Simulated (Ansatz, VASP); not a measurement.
**Two plane-wave programs on WS2**

```
W S
1.0
     3.18496    0.00000    0.00000
    -1.59248    2.75826    0.00000
     0.00000    0.00000   11.76950
W S
2 4
Direct
  0.33333 0.66667 0.25000
  0.66667 0.33333 0.75000
  0.33333 0.66667 0.61706
  0.66667 0.33333 0.11706
  0.33333 0.66667 0.88294
  0.66667 0.33333 0.38294
```

Alike in both runs: task single point; functional PBE; k mesh 12 × 12 × 4; occupations gaussian, width 0.02 eV; no spin polarisation.

```csv
,VASP,Ansatz
version,VASP 6.6.1,Ansatz 0.2.0
potentials or method,"VASP PAW PBE potentials, release 64 (W_sv, S), cutoff 520 eV","scalar-relativistic, plane waves, PAW"
valence electrons in the cell,52,52
```

|  | VASP | Ansatz | Ansatz less VASP |
| --- | --- | --- | --- |
| gap on the k mesh at the Fermi level (eV) | 0.75 | 0.73 | -0.019 |
| least direct gap on the mesh (eV) | 1.68 | 1.68 | -0.003 |
| pressure (GPa) | 2.7 | 2.7 | +0.04 |
| traceless stress, the component that is largest in VASP (GPa) | 2.90 | 2.89 | -0.009 |
| rms of the force components (eV/Å) | 0.066 | 0.067 | +0.0006 |

Atom by atom the forces differ by 0.001 eV/Å (rms over components). With one functional, cell and mesh, what is left measures potentials, basis and numerics.

Spin-orbit coupling is off throughout.
